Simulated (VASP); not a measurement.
# Co (Fm-3m) in VASP: a series of runs

Co is run at these levels: PBEsol; tasks: single point, relaxation of cell and atoms.

Program: VASP 6.6.1. These are calculated values, not measurements. Logs are shortened: lines on timing, memory, paths and dates and some standing lists are left out, and cuts for length are marked.

### Step 1. The cell of the first run

Symmetry: Fm-3m, No. 225, cubic system. The conventional cell has a = 3.468 Å, b = 3.468 Å, c = 3.468 Å, α = 90.00°, β = 90.00°, γ = 90.00°. Co (site symmetry m-3m) has 12 Co at 2.45 Å within 3.2 Å.

This isn't the form of Co at room conditions, which is hcp.

### Step 2. Single point, PBEsol, collinear spin, ferromagnetic start

The input, INCAR:

```
SYSTEM = Co
  PREC = Accurate
  ENCUT = 520
  EDIFF = 1E-7
  ISMEAR = 0
  SIGMA = 0.1
  LREAL = .False.
  LASPH = .True.
  NELM = 150
  ALGO = Normal
  ISIF = 2
  LWAVE = .False.
  LCHARG = .False.
  ISPIN = 2
  MAGMOM = 1.88
  LORBIT = 11
  LMAXMIX = 4
  GGA = PS
  NBANDS = 14
```

The input, KPOINTS:

```
regular mesh
0
Gamma
  20 20 20
  0 0 0
```

The input, POSCAR:

```
Co
1.0
    0.0000000000      1.7339676090      1.7339676090
    1.7339676090      0.0000000000      1.7339676090
    1.7339676090      1.7339676090      0.0000000000
Co
1
Direct
    0.0000000000      0.0000000000      0.0000000000
```

Potentials or basis: VASP PAW PBE potentials, release 64 (Co).

Command:

```sh
cat potpaw_PBE.64/Co/POTCAR > POTCAR
mpirun -np 1 vasp_std > vasp.out
```

OUTCAR:

```text
SYSTEM = Co
   PREC = Accurate
   ENCUT = 520
   EDIFF = 1E-7
   ISMEAR = 0
   LREAL = .False.
   LASPH = .True.
   NELM = 150
   ISIF = 2
   ISPIN = 2
   LORBIT = 11
   GGA = PS

 ion  position               nearest neighbor table
   1  0.000  0.000  0.000-

  LATTYP: Found a face centered cubic cell.
 ALAT       =     3.4679352180

  Lattice vectors:

 A1 = (   0.0000000000,   1.7339676090,   1.7339676090)
 A2 = (   1.7339676090,   0.0000000000,   1.7339676090)
 A3 = (   1.7339676090,   1.7339676090,   0.0000000000)

Analysis of symmetry for initial positions (statically):
=====================================================================
 Subroutine PRICEL returns:
 Original cell was already a primitive cell.

 Routine SETGRP: Setting up the symmetry group for a
 face centered cubic supercell.

 Subroutine GETGRP returns: Found 48 space group operations
 (whereof 48 operations were pure point group operations)
 out of a pool of 48 trial point group operations.

The static configuration has the point symmetry O_h .

Analysis of symmetry for dynamics (positions and initial velocities):
=====================================================================
 Subroutine PRICEL returns:
 Original cell was already a primitive cell.

 Routine SETGRP: Setting up the symmetry group for a
 face centered cubic supercell.

 Subroutine GETGRP returns: Found 48 space group operations
 (whereof 48 operations were pure point group operations)
 out of a pool of 48 trial point group operations.

The dynamic configuration has the point symmetry O_h .

Analysis of structural, dynamic, and magnetic symmetry:
=====================================================================
 Subroutine PRICEL returns:
 Original cell was already a primitive cell.

 Routine SETGRP: Setting up the symmetry group for a
 face centered cubic supercell.

 Subroutine GETGRP returns: Found 48 space group operations
 (whereof 48 operations were pure point group operations)
 out of a pool of 48 trial point group operations.

The overall configuration has the point symmetry O_h .

 Subroutine INISYM returns: Found 48 space group operations
 (whereof 48 operations are pure point group operations),
 and found     1 'primitive' translations

----------------------------------------------------------------------------------------

                                     Primitive cell

  volume of cell :      10.4268

  direct lattice vectors                    reciprocal lattice vectors
     0.000000000  1.733967609  1.733967609    -0.288356021  0.288356021  0.288356021
     1.733967609  0.000000000  1.733967609     0.288356021 -0.288356021  0.288356021
     1.733967609  1.733967609  0.000000000     0.288356021  0.288356021 -0.288356021

  length of vectors
     2.452200509  2.452200509  2.452200509     0.499447279  0.499447279  0.499447279

  position of ions in fractional coordinates (direct lattice)
     0.000000000  0.000000000  0.000000000

  ion indices of the primitive-cell ions
   primitive index   ion index
                 1           1

----------------------------------------------------------------------------------------

 KPOINTS: regular mesh

Automatic generation of k-mesh.
 Grid dimensions read from file:
 generate k-points for:   20   20   20

 Generating k-lattice:

  Cartesian coordinates                     Fractional coordinates (reciprocal lattice)
    -0.014417801  0.014417801  0.014417801     0.050000000  0.000000000  0.000000000
     0.014417801 -0.014417801  0.014417801     0.000000000  0.050000000  0.000000000
     0.014417801  0.014417801 -0.014417801     0.000000000  0.000000000  0.050000000

  Length of vectors
     0.024972364  0.024972364  0.024972364

  Shift w.r.t. Gamma in fractional coordinates (k-lattice)
     0.000000000  0.000000000  0.000000000

 Subroutine IBZKPT returns following result:
 ===========================================

 Found    256 irreducible k-points:

 Following reciprocal coordinates:
            Coordinates               Weight
  0.000000  0.000000  0.000000      1.000000
  0.050000  0.000000  0.000000      8.000000
  0.100000  0.000000  0.000000      8.000000
  0.150000  0.000000  0.000000      8.000000
  0.200000  0.000000  0.000000      8.000000
  0.250000  0.000000  0.000000      8.000000
[... 16 lines left out ...]
 -0.400000  0.050000  0.000000     24.000000
 -0.350000  0.050000  0.000000     24.000000
 [... further k-points ...]
   k-points           NKPTS =    256   k-points in BZ     NKDIM =    256   number of bands    NBANDS=     14
   number of dos      NEDOS =    301   number of ions     NIONS =      1
   total plane-waves  NPLWV =   5832
   dimension x,y,z NGX =    18 NGY =   18 NGZ =   18
   dimension x,y,z NGXF=    36 NGYF=   36 NGZF=   36
   ions per type =               1
   NGX,Y,Z   is equivalent  to a cutoff of  12.20, 12.20, 12.20 a.u.
   NGXF,Y,Z  is equivalent  to a cutoff of  24.41, 24.41, 24.41 a.u.
 SYSTEM =  Co
   PREC   = accura    normal or accurate (medium, high low for compatibility)
   ISTART =      0    job   : 0-new  1-cont  2-samecut
   ICHARG =      2    charge: 1-file 2-atom 10-const
   ISPIN  =      2    spin polarized calculation?
   LNONCOLLINEAR =      F non collinear calculations
   LSORBIT =      F    spin-orbit coupling
   LASPH  =      T    aspherical Exc in radial PAW
   ENCUT  =  520.0 eV  38.22 Ry    6.18 a.u.   4.56  4.56  4.56*2*pi/ulx,y,z
   NELM   =    150;   NELMIN=  2; NELMDL= -5     # of ELM steps
   EDIFF  = 0.1E-06   stopping-criterion for ELM
   LREAL  =      F    real-space projection
   EDIFFG = 0.1E-05   stopping-criterion for IOM
   NSW    =      0    number of steps for IOM
   IBRION =     -1    ionic relax: 0-MD 1-quasi-New 2-CG
   NFREE  =      0    steps in history (QN), initial steepest desc. (CG)
   ISIF   =      2    stress and relaxation
   ISYM   =      2    0-nonsym 1-usesym 2-fastsym
   POTIM  = 0.5000    time-step for ionic-motion
   TEBEG  =    0.0;   TEEND  =   0.0 temperature during run
   PSTRESS=    0.0 pullay stress
   NELECT =       9.0000    total number of electrons
   NUPDOWN=      -1.0000    fix difference up-down
   EMIN   =  10.00;   EMAX   =-10.00  energy-range for DOS
   EFERMI =   0.00;   METHOD = LEGACY
   ISMEAR =     0;   SIGMA  =   0.10  broadening in eV -4-tet -1-fermi 0-gaus
   EFERMI_NEDOS =   21; number of points for ismear=-14 and -15
   IALGO  =     38    algorithm
   IMIX   =      4    mixing-type and parameters
     AMIX     =   0.40;   BMIX     =  1.00
     AMIX_MAG =   1.60;   BMIX_MAG =  1.00
  volume/ion in A,a.u.               =      10.43        70.36
  Fermi-wavevector in a.u.,A,eV,Ry     =   1.558732  2.945576 33.057319  2.429644
  Thomas-Fermi vector in A             =   2.662193
   LORBIT       =     11    0 simple, 1 ext, 2 COOP (PROOUT), +10 PAW based schemes
   GGA     = PS    functional components
   LHFCALC =     F    Hartree Fock is set to
   AEXX    =    0.0000 exact exchange contribution
   IVDW    =     0    specifies the selected vdW correction
   LEPSILON=     F    determine dielectric tensor
   LRPA    =     F    only Hartree local field effects (RPA)
 spin polarized calculation
 Gauss-broadening in eV      SIGMA  =   0.10
  energy-cutoff  :      520.00
  volume of cell :       10.43
 maximum number of plane-waves:       295
   NGX =  9   NGY =  9   NGZ =  9

 number of electron       8.9999991 magnetization       1.6150146

 Free energy of the ion-electron system (eV)
  ---------------------------------------------------
  ext. energy  EPLUGINS =         0.00000000
  ---------------------------------------------------
  free energy    TOTEN  =        -7.71858878 eV

  energy without entropy =       -7.71282896  energy(sigma->0) =       -7.71570887

 E-fermi :  10.7262     XC(G=0): -13.8161

 val. band max:       10.7248246720   @ k =   0.3000   0.2000   0.0500
 cond. band min:      10.7280897315   @ k =  -0.4500   0.3000   0.1000
 fundamental gap:      0.0032650595
 Fermi energy:        10.7262330872

 spin component 1

 k-point     1 :       0.0000    0.0000    0.0000
  band No.  band energies     occupation
      1       1.4226      1.00000
      2       7.9725      1.00000
      3       7.9725      1.00000
      4       7.9725      1.00000
      5       9.1268      1.00000
      6       9.1268      1.00000
      7      34.0470      0.00000
      8      38.7085      0.00000
      9      38.7085      0.00000
     10      38.7085      0.00000
     11      42.0882      0.00000
     12      42.0882      0.00000
     13      42.0882      0.00000
     14      44.4242      0.00000

 k-point     2 :       0.0500    0.0000    0.0000
  band No.  band energies     occupation
      1       1.5254      1.00000
      2       7.9419      1.00000
      3       7.9986      1.00000
      4       7.9986      1.00000
      5       9.1152      1.00000
      6       9.1152      1.00000
      7      33.8649      0.00000
      8      37.3815      0.00000
      9      38.5376      0.00000
     10      38.5376      0.00000
     11      42.3528      0.00000
     12      42.3528      0.00000
     13      42.7288      0.00000
     14      45.2917      0.00000
[... 343 lines left out ...]
      1       5.3032      1.00000
      2       7.8628      1.00000
      3       7.9330      1.00000
      4       9.0241      1.00000
      5       9.8695      1.00000
      6      10.4617      0.99991
      7      18.7559      0.00000
      8      32.3128      0.00000
      9      35.1251      0.00000
     10      36.7305      0.00000
     11      39.2379      0.00000
     12      40.5893      0.00000
     13      45.3014      0.00000
     14      47.9887      0.00000

 k-point    24 :      -0.3500    0.0500    0.0000
  band No.  band energies     occupation
      1       5.1098      1.00000
      2       7.9448      1.00000
      3       8.0030      1.00000
      4       8.3633      1.00000
      5       9.6643      1.00000
      6      10.0886      1.00000
      7      20.5951      0.00000
      8      32.5074      0.00000
      9      35.3046      0.00000
     10      37.6322      0.00000
     11      39.2020      0.00000
     12      41.0314      0.00000
     13      45.2022      0.00000
     14      47.4758      0.00000

 [... further k-points ...]

 spin component 2

 k-point     1 :       0.0000    0.0000    0.0000
  band No.  band energies     occupation
      1       1.5144      1.00000
      2       9.5308      1.00000
      3       9.5308      1.00000
      4       9.5308      1.00000
      5      11.0254      0.00001
      6      11.0254      0.00001
      7      33.8642      0.00000
      8      38.8872      0.00000
      9      38.8872      0.00000
     10      38.8872      0.00000
     11      42.4798      0.00000
     12      42.4798      0.00000
     13      42.4798      0.00000
     14      44.3052      0.00000

 k-point     2 :       0.0500    0.0000    0.0000
  band No.  band energies     occupation
      1       1.6176      1.00000
      2       9.4923      1.00000
      3       9.5592      1.00000
      4       9.5592      1.00000
      5      11.0113      0.00003
      6      11.0113      0.00003
      7      33.7307      0.00000
      8      37.5655      0.00000
      9      38.7473      0.00000
     10      38.7473      0.00000
     11      42.7083      0.00000
     12      42.7083      0.00000
     13      42.9547      0.00000
     14      45.3373      0.00000
[... 343 lines left out ...]
      1       6.0995      1.00000
      2       9.4579      1.00000
      3       9.5839      1.00000
      4       9.6718      1.00000
      5      11.7095      0.00000
      6      12.0803      0.00000
      7      19.6002      0.00000
      8      32.2658      0.00000
      9      35.4214      0.00000
     10      37.0932      0.00000
     11      39.6071      0.00000
     12      40.9010      0.00000
     13      46.2966      0.00000
     14      50.9539      0.00000

 k-point    24 :      -0.3500    0.0500    0.0000
  band No.  band energies     occupation
      1       5.6858      1.00000
      2       9.1602      1.00000
      3       9.5841      1.00000
      4       9.6582      1.00000
      5      11.4859      0.00000
      6      11.8569      0.00000
      7      21.3051      0.00000
      8      32.5072      0.00000
      9      35.5729      0.00000
     10      38.0161      0.00000
     11      39.5526      0.00000
     12      41.3193      0.00000
     13      45.8807      0.00000
     14      50.6385      0.00000

 [... further k-points ...]

------------------------ aborting loop because EDIFF is reached ----------------------------------------

  FORCE on cell =-STRESS in cart. coord.  units (eV):
  Direction    XX          YY          ZZ          XY          YZ          ZX
  --------------------------------------------------------------------------------------
  -------------------------------------------------------------------------------------
  Total       -0.0582293     -0.0582293     -0.0582293     -0.0000000     -0.0000000      0.0000000
  in kB       -8.9474469     -8.9474469     -8.9474469     -0.0000000     -0.0000000      0.0000000
  external PRESSURE =      -8.9474469 kB  Pullay stress =       0.0000000 kB

 VOLUME and BASIS-vectors are now :
 -----------------------------------------------------------------------------
  energy-cutoff  :      520.00
  volume of cell :       10.43
      direct lattice vectors                 reciprocal lattice vectors
     0.000000000  1.733967609  1.733967609    -0.288356021  0.288356021  0.288356021
     1.733967609  0.000000000  1.733967609     0.288356021 -0.288356021  0.288356021
     1.733967609  1.733967609  0.000000000     0.288356021  0.288356021 -0.288356021

 POSITION                                       TOTAL-FORCE (eV/Angst)
 -----------------------------------------------------------------------------------
      0.00000      0.00000      0.00000        -0.000000      0.000000     -0.000000
 -----------------------------------------------------------------------------------
    total drift:                               -0.000000     -0.000000     -0.000000

  FREE ENERGIE OF THE ION-ELECTRON SYSTEM (eV)
  ---------------------------------------------------
  free  energy   TOTEN  =        -7.7185887809 eV

  energy  without entropy=       -7.7128289554  energy(sigma->0) =       -7.71570887

 total charge

# of ion       s       p       d       tot
------------------------------------------
    1        0.508   0.563   7.280   8.351

 magnetization (x)

# of ion       s       p       d       tot
------------------------------------------
    1       -0.013  -0.046   1.679   1.620
```

Wall time 43 s (1 thread of Intel Xeon Platinum 8559C (Emerald Rapids), shared host); peak memory 0.17 GiB.

What came out:

| Property | Result |
| --- | --- |
| Free energy | -7.7186 eV |
| Pressure | -0.9 GPa |
| Net moment | 1.62 μB per cell |
| Site moments | Co +1.62 μB |
| Valence electrons inside the program's atomic spheres | Co 8.35 |

Caveat: the PAW data sets were made with another functional, which shifts forces and pressure a little.

### Step 3. Relaxation of cell and atoms, PBEsol, collinear spin, ferromagnetic start

This run uses another cell than the first one, of 10.91 Å³/atom.

The input, INCAR:

```
SYSTEM = Co
PREC = Accurate
ENCUT = 600
EDIFF = 1E-7
ISMEAR = 0
SIGMA = 0.1
LREAL = .False.
LASPH = .True.
NELM = 150
ALGO = Normal
ISIF = 3
LWAVE = .False.
LCHARG = .False.
ISPIN = 2
MAGMOM = 1.88
LORBIT = 11
LMAXMIX = 4
GGA = PS
IBRION = 2
NSW = 70
EDIFFG = -0.005
```

The input, KPOINTS:

```
Automatic mesh
0
Gamma
  20 20 20
  0 0 0
```

The input, POSCAR:

```
Co
1.0
    0.0000000000      1.7601741092      1.7601741092
    1.7601741092      0.0000000000      1.7601741092
    1.7601741092      1.7601741092      0.0000000000
Co
1
Direct
    0.0000000000      0.0000000000      0.0000000000
```

Potentials or basis: VASP PAW PBE potentials, release 64 (Co).

Command:

```sh
cat potpaw_PBE.64/Co/POTCAR > POTCAR
mpirun -np 1 vasp_std > vasp.out
```

It took 80 s on 1 thread of Intel Xeon Platinum 8559C (Emerald Rapids), shared host; peak memory 0.18 GiB.

Results (log left out):

* Free energy: -7.7188 eV
* Relaxed volume: 10.38 Å³/atom
* Relaxed cell: a = 2.449 Å, b = 2.449 Å, c = 2.449 Å, α = 60.00°, β = 60.00°, γ = 60.00°
* Space group after relaxing (to 0.1 Å): Fm-3m (No. 225)
* Energy gained by relaxing: 18.4 meV/atom
* Ionic steps: 4
* Pressure after relaxing: 0.1 GPa
* Net moment: 1.61 μB per cell
* Site moments: Co +1.62 μB
* Valence electrons inside the program's atomic spheres: Co 8.36

Step by step:
```tsv
step	energy change (eV)	largest force (eV/Å)	pressure (GPa)	volume (Å³)
1	0.0000	0.0000	-10.77	10.91
2	0.0110	0.0000	16.60	9.79
3	-0.0184	0.0000	-0.17	10.39
4	-0.0184	0.0000	0.06	10.38
```

Final structure:
```
CELL_PARAMETERS angstrom
0.00000 1.73154 1.73154
1.73154 0.00000 1.73154
1.73154 1.73154 0.00000
ATOMIC_POSITIONS crystal
Co 0.00000 0.00000 0.00000
```

Levels at points of the mesh, in eV from the Fermi level:
Spin up:
```csv
k point,band 2,band 3,band 4,band 5,band 6,band 7,band 8,band 9
"(0.00, 0.00, 0.00)",-2.76,-2.76,-2.76,-1.60,-1.60,23.36,28.05,28.05
"(0.50, 0.00, 0.00)",-2.88,-2.88,-0.65,-0.65,-0.37,6.52,21.91,25.64
"(0.50, 0.50, 0.00)",-4.85,-0.75,-0.38,-0.38,2.55,10.03,15.29,15.29
```
Spin down:
```
           k point  band 1  band 2  band 3  band 4  band 5  band 6  band 7  band 8  band 9
(0.00, 0.00, 0.00)   -9.23   -1.20   -1.20   -1.20    0.30    0.30   23.18   28.23   28.23
(0.50, 0.00, 0.00)   -4.50   -1.24   -1.24   -0.32    1.21    1.21    7.55   21.74   25.98
(0.50, 0.50, 0.00)   -4.37   -3.60    1.24    1.42    1.42    2.65   10.97   15.51   15.51
```

Caveat: the PAW data sets were made with another functional, which shifts forces and pressure a little.
